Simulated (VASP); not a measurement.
# F (Pm-3m) in VASP: further runs

Runs on F. Level: PBE. Tasks: single point.

All numbers are computed with VASP 6.6.1; they aren't measurements. Logs are shortened: lines on timing, memory, paths and dates and some standing lists are left out, and cuts for length are marked.

## 1. The cell of the first run

It takes space group Pm-3m (No. 221, cubic). The conventional cell has a = 2.204 Å, b = 2.204 Å, c = 2.204 Å, α = 90.00°, β = 90.00°, γ = 90.00°. Within 2.9 Å of F (site symmetry m-3m) lie 6 F at 2.20 Å.

## 2. Single point, PBE

File INCAR:

```
SYSTEM = F
  PREC = Accurate
  ENCUT = 600
  EDIFF = 1E-6
  ISMEAR = -1
  SIGMA = 0.08
  LREAL = .False.
  LASPH = .True.
  NELM = 120
  ALGO = Normal
  ISIF = 2
  LWAVE = .False.
  LCHARG = .False.
  GGA = PE
  NBANDS = 10
  GGA_COMPAT = .False.
```

File KPOINTS:

```
regular mesh
0
Gamma
  16 16 16
  0 0 0
```

File POSCAR:

```
F
1.0
    2.2043226169      0.0000000000      0.0000000000
    0.0000000000      2.2043226169      0.0000000000
    0.0000000000      0.0000000000      2.2043226169
F
1
Direct
    0.0000000000      0.0000000000      0.0000000000
```

Potentials or basis: VASP PAW PBE potentials, release 64 (F).

On the command line:

```bash
$ cat potpaw_PBE.64/F/POTCAR > POTCAR
$ mpirun -np 1 vasp_std > vasp.out
```

OUTCAR:

```text
SYSTEM = F
   PREC = Accurate
   ENCUT = 600
   EDIFF = 1E-6
   ISMEAR = -1
   LREAL = .False.
   LASPH = .True.
   NELM = 120
   ISIF = 2
   GGA = PE

 ion  position               nearest neighbor table
   1  0.000  0.000  0.000-

  LATTYP: Found a simple cubic cell.
 ALAT       =     2.2043226169

  Lattice vectors:

 A1 = (   2.2043226169,   0.0000000000,   0.0000000000)
 A2 = (   0.0000000000,   2.2043226169,   0.0000000000)
 A3 = (   0.0000000000,   0.0000000000,   2.2043226169)

Analysis of symmetry for initial positions (statically):
=====================================================================
 Subroutine PRICEL returns:
 Original cell was already a primitive cell.

 Routine SETGRP: Setting up the symmetry group for a
 simple cubic supercell.

 Subroutine GETGRP returns: Found 48 space group operations
 (whereof 48 operations were pure point group operations)
 out of a pool of 48 trial point group operations.

The static configuration has the point symmetry O_h .

Analysis of symmetry for dynamics (positions and initial velocities):
=====================================================================
 Subroutine PRICEL returns:
 Original cell was already a primitive cell.

 Routine SETGRP: Setting up the symmetry group for a
 simple cubic supercell.

 Subroutine GETGRP returns: Found 48 space group operations
 (whereof 48 operations were pure point group operations)
 out of a pool of 48 trial point group operations.

The dynamic configuration has the point symmetry O_h .

 Subroutine INISYM returns: Found 48 space group operations
 (whereof 48 operations are pure point group operations),
 and found     1 'primitive' translations

----------------------------------------------------------------------------------------

                                     Primitive cell

  volume of cell :      10.7109

  direct lattice vectors                    reciprocal lattice vectors
     2.204322617  0.000000000  0.000000000     0.453654103  0.000000000  0.000000000
     0.000000000  2.204322617  0.000000000     0.000000000  0.453654103  0.000000000
     0.000000000  0.000000000  2.204322617     0.000000000  0.000000000  0.453654103

  length of vectors
     2.204322617  2.204322617  2.204322617     0.453654103  0.453654103  0.453654103

  position of ions in fractional coordinates (direct lattice)
     0.000000000  0.000000000  0.000000000

  ion indices of the primitive-cell ions
   primitive index   ion index
                 1           1

----------------------------------------------------------------------------------------

 KPOINTS: regular mesh

Automatic generation of k-mesh.
 Grid dimensions read from file:
 generate k-points for:   16   16   16

 Generating k-lattice:

  Cartesian coordinates                     Fractional coordinates (reciprocal lattice)
     0.028353381  0.000000000  0.000000000     0.062500000  0.000000000  0.000000000
     0.000000000  0.028353381  0.000000000     0.000000000  0.062500000  0.000000000
     0.000000000  0.000000000  0.028353381     0.000000000  0.000000000  0.062500000

  Length of vectors
     0.028353381  0.028353381  0.028353381

  Shift w.r.t. Gamma in fractional coordinates (k-lattice)
     0.000000000  0.000000000  0.000000000

 Subroutine IBZKPT returns following result:
 ===========================================

 Found    165 irreducible k-points:

 Following reciprocal coordinates:
            Coordinates               Weight
  0.000000  0.000000  0.000000      1.000000
  0.062500  0.000000  0.000000      6.000000
  0.125000  0.000000  0.000000      6.000000
  0.187500  0.000000  0.000000      6.000000
  0.250000  0.000000  0.000000      6.000000
  0.312500  0.000000  0.000000      6.000000
[... 16 lines left out ...]
  0.437500  0.125000  0.000000     24.000000
  0.500000  0.125000  0.000000     12.000000
 [... further k-points ...]
   k-points           NKPTS =    165   k-points in BZ     NKDIM =    165   number of bands    NBANDS=     10
   number of dos      NEDOS =    301   number of ions     NIONS =      1
   total plane-waves  NPLWV =   5832
   dimension x,y,z NGX =    18 NGY =   18 NGZ =   18
   dimension x,y,z NGXF=    36 NGYF=   36 NGZF=   36
   ions per type =               1
   NGX,Y,Z   is equivalent  to a cutoff of  13.58, 13.58, 13.58 a.u.
   NGXF,Y,Z  is equivalent  to a cutoff of  27.15, 27.15, 27.15 a.u.
 SYSTEM =  F
   PREC   = accura    normal or accurate (medium, high low for compatibility)
   ISTART =      0    job   : 0-new  1-cont  2-samecut
   ICHARG =      2    charge: 1-file 2-atom 10-const
   ISPIN  =      1    spin polarized calculation?
   LNONCOLLINEAR =      F non collinear calculations
   LSORBIT =      F    spin-orbit coupling
   LASPH  =      T    aspherical Exc in radial PAW
   ENCUT  =  600.0 eV  44.10 Ry    6.64 a.u.   4.40  4.40  4.40*2*pi/ulx,y,z
   NELM   =    120;   NELMIN=  2; NELMDL= -5     # of ELM steps
   EDIFF  = 0.1E-05   stopping-criterion for ELM
   LREAL  =      F    real-space projection
   EDIFFG = 0.1E-04   stopping-criterion for IOM
   NSW    =      0    number of steps for IOM
   IBRION =     -1    ionic relax: 0-MD 1-quasi-New 2-CG
   NFREE  =      0    steps in history (QN), initial steepest desc. (CG)
   ISIF   =      2    stress and relaxation
   ISYM   =      2    0-nonsym 1-usesym 2-fastsym
   POTIM  = 0.5000    time-step for ionic-motion
   TEBEG  =    0.0;   TEEND  =   0.0 temperature during run
   PSTRESS=    0.0 pullay stress
   NELECT =       7.0000    total number of electrons
   NUPDOWN=      -1.0000    fix difference up-down
   EMIN   =  10.00;   EMAX   =-10.00  energy-range for DOS
   EFERMI =   0.00;   METHOD = LEGACY
   ISMEAR =    -1;   SIGMA  =   0.08  broadening in eV -4-tet -1-fermi 0-gaus
   EFERMI_NEDOS =   21; number of points for ismear=-14 and -15
   IALGO  =     38    algorithm
   IMIX   =      4    mixing-type and parameters
     AMIX     =   0.40;   BMIX     =  1.00
     AMIX_MAG =   1.60;   BMIX_MAG =  1.00
  volume/ion in A,a.u.               =      10.71        72.28
  Fermi-wavevector in a.u.,A,eV,Ry     =   1.420689  2.684713 27.461418  2.018357
  Thomas-Fermi vector in A             =   2.541578
   LORBIT       =      0    0 simple, 1 ext, 2 COOP (PROOUT), +10 PAW based schemes
   GGA     = PE    functional components
   LHFCALC =     F    Hartree Fock is set to
   AEXX    =    0.0000 exact exchange contribution
   IVDW    =     0    specifies the selected vdW correction
   LEPSILON=     F    determine dielectric tensor
   LRPA    =     F    only Hartree local field effects (RPA)
 non-spin polarized calculation
  energy-cutoff  :      600.00
  volume of cell :       10.71
 maximum number of plane-waves:       370
 NGX is ok and might be reduce to    18
   NGX =  9   NGY =  9   NGZ =  9

 number of electron       6.9999988 magnetization

 Free energy of the ion-electron system (eV)
  ---------------------------------------------------
  ext. energy  EPLUGINS =         0.00000000
  ---------------------------------------------------
  free energy    TOTEN  =        -1.06028846 eV

  energy without entropy =       -1.02136842  energy(sigma->0) =       -1.04082844

 E-fermi :  -3.3949     XC(G=0):  -9.8259

 val. band max:       -3.3956638810   @ k =   0.2500   0.1250   0.0625
 cond. band min:      -3.3803727237   @ k =   0.3125   0.0625   0.0625
 fundamental gap:      0.0152911573
 Fermi energy:        -3.3948544464

 k-point     1 :       0.0000    0.0000    0.0000
  band No.  band energies     occupation
      1     -25.6376      2.00000
      2      -3.4955      1.55757
      3      -3.4955      1.55757
      4      -3.4955      1.55757
      5       9.0469      0.00000
      6      24.9429      0.00000
      7      24.9429      0.00000
      8      36.2239      0.00000
      9      36.2239      0.00000
     10      36.2239      0.00000

 k-point     2 :       0.0625    0.0000    0.0000
  band No.  band energies     occupation
      1     -25.5971      2.00000
      2      -3.7003      1.95702
      3      -3.4797      1.48559
      4      -3.4797      1.48559
      5       9.2205      0.00000
      6      24.8272      0.00000
      7      25.0532      0.00000
      8      36.1396      0.00000
      9      36.1396      0.00000
     10      36.2416      0.00000

 k-point     3 :       0.1250    0.0000    0.0000
  band No.  band energies     occupation
      1     -25.4797      2.00000
      2      -4.2617      1.99996
      3      -3.4343      1.24158
      4      -3.4343      1.24158
      5       9.7085      0.00000
      6      24.4235      0.00000
      7      25.3824      0.00000
      8      35.8878      0.00000
      9      35.8878      0.00000
     10      36.4514      0.00000

 k-point     4 :       0.1875    0.0000    0.0000
  band No.  band energies     occupation
      1     -25.2982      2.00000
      2      -5.0534      2.00000
      3      -3.3658      0.82051
      4      -3.3658      0.82051
      5      10.4402      0.00000
      6      23.6481      0.00000
      7      25.9239      0.00000
      8      35.4823      0.00000
      9      35.4823      0.00000
     10      37.1144      0.00000
[... 222 lines left out ...]
 k-point    22 :       0.3750    0.1250    0.0000
  band No.  band energies     occupation
      1     -24.4880      2.00000
      2      -7.2951      2.00000
      3      -3.7479      1.97605
      4      -3.0773      0.03707
      5      13.7289      0.00000
      6      20.0958      0.00000
      7      27.7253      0.00000
      8      31.9091      0.00000
      9      34.3499      0.00000
     10      40.1273      0.00000

 k-point    23 :       0.4375    0.1250    0.0000
  band No.  band energies     occupation
      1     -24.3443      2.00000
      2      -7.7318      2.00000
      3      -3.6836      1.94728
      4      -3.0306      0.02085
      5      14.6809      0.00000
      6      18.8681      0.00000
      7      28.7342      0.00000
      8      30.9434      0.00000
      9      34.0750      0.00000
     10      39.9983      0.00000

 k-point    24 :       0.5000    0.1250    0.0000
  band No.  band energies     occupation
      1     -24.2927      2.00000
      2      -7.8839      2.00000
      3      -3.6608      1.93050
      4      -3.0140      0.01698
      5      15.1683      0.00000
      6      18.2837      0.00000
      7      29.6014      0.00000
      8      30.0800      0.00000
      9      33.9762      0.00000
     10      39.9534      0.00000

 [... further k-points ...]
[... 5 lines left out ...]
  --------------------------------------------------------------------------------------
  -------------------------------------------------------------------------------------
  Total       -0.0968065     -0.0968065     -0.0968065      0.0000000      0.0000000      0.0000000
  in kB      -14.4807046    -14.4807046    -14.4807046      0.0000000      0.0000000      0.0000000
  external PRESSURE =     -14.4807046 kB  Pullay stress =       0.0000000 kB

 VOLUME and BASIS-vectors are now :
 -----------------------------------------------------------------------------
  energy-cutoff  :      600.00
  volume of cell :       10.71
      direct lattice vectors                 reciprocal lattice vectors
     2.204322617  0.000000000  0.000000000     0.453654103  0.000000000  0.000000000
     0.000000000  2.204322617  0.000000000     0.000000000  0.453654103  0.000000000
     0.000000000  0.000000000  2.204322617     0.000000000  0.000000000  0.453654103

 POSITION                                       TOTAL-FORCE (eV/Angst)
 -----------------------------------------------------------------------------------
      0.00000      0.00000      0.00000         0.000000      0.000000      0.000000
 -----------------------------------------------------------------------------------
    total drift:                                0.000000      0.000000      0.000000

  FREE ENERGIE OF THE ION-ELECTRON SYSTEM (eV)
  ---------------------------------------------------
  free  energy   TOTEN  =        -1.0602884610 eV

  energy  without entropy=       -1.0213684169  energy(sigma->0) =       -1.04082844
```

Wall time 14 s (1 thread of Intel Xeon 8259CL, shared host); peak memory 0.12 GiB.

Results:

```
Free energy : -1.0603 eV
Pressure    : -1.4 GPa
```

Caveat: an odd number of electrons without spin polarisation forces a metal; a magnetic or distorted state may lie lower.

## 3. Single point, PBE

File INCAR:

```
  PREC = Accurate
  ENCUT = 600
  EDIFF = 1E-6
  ISMEAR = -1
  SIGMA = 0.08
  LREAL = F
  LASPH = T
  NELM = 120
  ALGO = Normal
  ISIF = 2
  LWAVE = F
  LCHARG = F
  GGA = PE
  NBANDS = 10
  GGA_COMPAT = F
```

File KPOINTS:

```
regular mesh
0
Gamma
  16 16 16
```

File POSCAR:

```
F
1.0
    2.2033029553      0.0000000000      0.0000000000
    0.0000000000      2.2033029553      0.0000000000
    0.0000000000      0.0000000000      2.2033029553
F
1
Direct
    0.0000000000      0.0000000000      0.0000000000
```

Potentials or basis: VASP PAW PBE potentials, release 64 (F).

On the command line:

```bash
$ cat potpaw_PBE.64/F/POTCAR > POTCAR
$ mpirun -np 1 vasp_std > vasp.out
```

Run time: 14 s. Hardware: 1 thread of Intel Xeon 8259CL, shared host; peak memory 0.13 GiB.

Results (log left out):

* Free energy: -1.0604 eV
* Pressure: -1.4 GPa

Levels at points of the mesh, in eV from the Fermi level:
```
           k point  band 2  band 3  band 4  band 5  band 6  band 7
(0.00, 0.00, 0.00)   -0.10   -0.10   -0.10   12.45   28.35   28.35
(0.50, 0.00, 0.00)   -4.67    0.33    0.33   18.72   21.05   33.30
(0.50, 0.50, 0.00)   -3.40   -3.40    0.69   16.95   26.76   26.76
(0.50, 0.50, 0.50)   -2.49   -2.49   -2.49   23.00   23.00   23.00
```

Caveat: an odd number of electrons without spin polarisation forces a metal; a magnetic or distorted state may lie lower.
